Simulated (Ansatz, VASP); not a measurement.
## One calculation of Ge, two programs

POSCAR

```
Ge
1.0
    1.3622202750     -2.5355031000      0.0000000000
    1.3622202750      2.5355031000      0.0000000000
    0.0000000000      0.0000000000      2.7656867750
Ge
1
Direct
    0.5000000000      0.5000000000      0.0000000000
```

File INCAR.step1:

```
SYSTEM = Ge
ALGO     = Normal         ! electronic algorithm
EDIFF    = 1E-5           ! SCF threshold, eV
ENCUT    = 550            ! plane-wave cutoff, eV
GGA      = PE             ! functional
GGA_COMPAT= .False.      
ISMEAR   = 0              ! smearing method
LASPH    = .True.         ! aspherical terms in the spheres
LCHARG   = .False.        ! write CHGCAR
LREAL    = .False.        ! projectors in reciprocal space
LWAVE    = .True.         ! write WAVECAR
NBANDS   = 13             ! bands
NELM     = 120            ! most SCF steps
PREC     = Accurate       ! precision mode
SIGMA    = 0.15           ! smearing width, eV
```

Contents of INCAR.step2:

```
SYSTEM = Ge
ALGO     = Normal         ! electronic algorithm
EDIFF    = 1E-6           ! SCF threshold, eV
ENCUT    = 550            ! plane-wave cutoff, eV
GGA_COMPAT= .False.      
ISIF     = 2              ! what is computed and relaxed
ISMEAR   = 0              ! smearing method
ISTART   = 1            
LASPH    = .True.         ! aspherical terms in the spheres
LCHARG   = .False.        ! write CHGCAR
LMIXTAU  = .True.       
LREAL    = .False.        ! projectors in reciprocal space
LWAVE    = .False.        ! write WAVECAR
METAGGA  = R2SCAN         ! meta-GGA
NBANDS   = 13             ! bands
NELM     = 120            ! most SCF steps
PREC     = Accurate       ! precision mode
SIGMA    = 0.15           ! smearing width, eV
```

Contents of KPOINTS:

```
k-points
0
Gamma
  20 20 18
  0 0 0
```

Input for Ansatz:

```yaml
crystal:
  lattice:
    - [1.362220275, -2.5355031, 0.0]
    - [1.362220275, 2.5355031, 0.0]
    - [0.0, 0.0, 2.765686775]
  atoms:
    - { symbol: Ge, position: [0.5, 0.5, 0.0] }
basis:
  ecutwfc: 500
kpoints:
  mp_grid: { grid: [20, 20, 18] }
hamiltonian:
  xc: r2scan
scf:
  occupations: { method: gaussian, width: 0.15 }
output:
  forces: true
  stress: true
  eigenvalues: true
```

Change from the starting cell: strain -0.025 along x and y, +0.025 along z, atoms carried along.

Alike in both runs: task single point; functional r2SCAN; k mesh 20 × 20 × 18; occupations gaussian, width 0.15 eV; no spin polarisation.

|  | VASP | Ansatz |
| --- | --- | --- |
| version | VASP 6.6.1 | Ansatz 0.2.0 |
| potentials or method | VASP PAW PBE potentials, release 64 (Ge_d), cutoff 550 eV | scalar-relativistic, plane waves, PAW |
| valence electrons in the cell | 14 | 14 |

```tsv
	VASP	Ansatz	Ansatz less VASP
gap on the k mesh at the Fermi level (eV)	none	none	-
pressure (GPa)	-1.3	-1.1	+0.24
traceless stress, the component that is largest in VASP (GPa)	-5.80	-5.87	-0.076
```

VASP's potentials were made for PBE, not for r2SCAN. A gap of «none» marks a metal or a gap that the smearing closes.
